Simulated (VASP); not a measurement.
Wanted: the native input for a VASP 6.6.1 run.

```
Task                   : single point
Functional             : PBE
Potentials or basis    : VASP PAW PBE potentials, release 64 (K_sv, F)
Cutoff                 : 520 eV
k mesh                 : 6 × 6 × 6
Occupations            : fermi-dirac, width 0.02 eV
Spin                   : no spin polarisation
Dipole correction      : no
Further INCAR settings : ALGO = Normal; EDIFF = 1e-06; NBANDS = 24
```

The structure of KF lies in POSCAR:

```
KF
1.0
    4.5461919398      0.0000000000      0.0000000000
   -2.2730959699      3.9371177103      0.0000000000
    0.0000000000      0.0000000000      5.3759895421
K F
2 2
Direct
    0.3333333333      0.6666666667      0.2500000000
    0.6666666667      0.3333333333      0.7500000000
    0.6666666667      0.3333333333      0.2500000000
    0.3333333333      0.6666666667      0.7500000000
```

The input as run:

INCAR

```
ALGO     = Normal         # electronic algorithm
EDIFF    = 1E-6           # SCF threshold, eV
ENCUT    = 520            # plane-wave cutoff, eV
GGA      = PE             # functional
ISIF     = 2              # what is computed and relaxed
ISMEAR   = -1             # smearing method
LASPH    = True           # aspherical terms in the spheres
LCHARG   = False          # write CHGCAR
LREAL    = False          # projectors in reciprocal space
LWAVE    = False          # write WAVECAR
NBANDS   = 24             # bands
NELM     = 100            # most SCF steps
PREC     = Accurate       # precision mode
SIGMA    = 0.02           # smearing width, eV
```

KPOINTS

```
k-points
0
Gamma
  6 6 6
```

Potentials or basis: VASP PAW PBE potentials, release 64 (K_sv, F).

Command:

```console
$ cat potpaw_PBE.64/K_sv/POTCAR potpaw_PBE.64/F/POTCAR > POTCAR
$ mpirun -np 1 vasp_std > vasp.out
```

It gave:

```yaml
Pressure: 0.0 GPa
Band_gap_on_the_k_mesh: 5.23 eV, direct
```

Run time: 70 s on 1 thread of AMD EPYC 7R43 64-Core Processor (Zen 3), on a shared host, peak memory 0.2 GiB.
